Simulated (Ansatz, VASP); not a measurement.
## SiO2 in VASP and in Ansatz

```
CELL_PARAMETERS angstrom
7.16000 0.00000 0.00000
0.00000 7.16000 0.00000
0.00000 0.00000 7.16000
ATOMIC_POSITIONS crystal
Si 0.28071 0.28071 0.28071
Si 0.21929 0.71929 0.78071
Si 0.78071 0.21929 0.71929
Si 0.71929 0.78071 0.21929
Si 0.02058 0.02058 0.02058
Si 0.47942 0.97942 0.52058
Si 0.52058 0.47942 0.97942
Si 0.97942 0.52058 0.47942
O 0.15054 0.15054 0.15054
O 0.34946 0.84946 0.65054
O 0.65054 0.34946 0.84946
O 0.84946 0.65054 0.34946
O 0.63982 0.66158 0.04343
O 0.86018 0.33842 0.54343
O 0.13982 0.83842 0.95657
O 0.36018 0.16158 0.45657
O 0.04343 0.63982 0.66158
O 0.54343 0.86018 0.33842
O 0.95657 0.13982 0.83842
O 0.45657 0.36018 0.16158
O 0.66158 0.04343 0.63982
O 0.33842 0.54343 0.86018
O 0.83842 0.95657 0.13982
O 0.16158 0.45657 0.36018
```

Alike in both runs: functional PBE; k mesh 4 × 4 × 4; occupations fermi-dirac, width 0.02 eV; no spin polarisation.

Ansatz relaxed the structure, and its values are those at the end. VASP's run is a single point on that final structure, the one shown.

```csv
,VASP,Ansatz
version,VASP 6.6.1,Ansatz 0.2.0
potentials or method,"VASP PAW PBE potentials, release 64 (Si, O)","plane-wave PAW, scalar-relativistic"
plane-wave cutoff (eV),520,420
valence electrons in the cell,128,128
```

Ansatz gave:

```
gap on the k mesh at the Fermi level (eV) : 5.68
pressure (GPa)                            : 0.8
rms of the force components (eV/Å)        : 0.011
```

Task: Which values does VASP return?

Result: gap on the k mesh at the Fermi level (eV): 5.68; pressure (GPa): 0.9; rms of the force components (eV/Å): 0.010.

Ansatz's warnings: stress scf threshold loose.
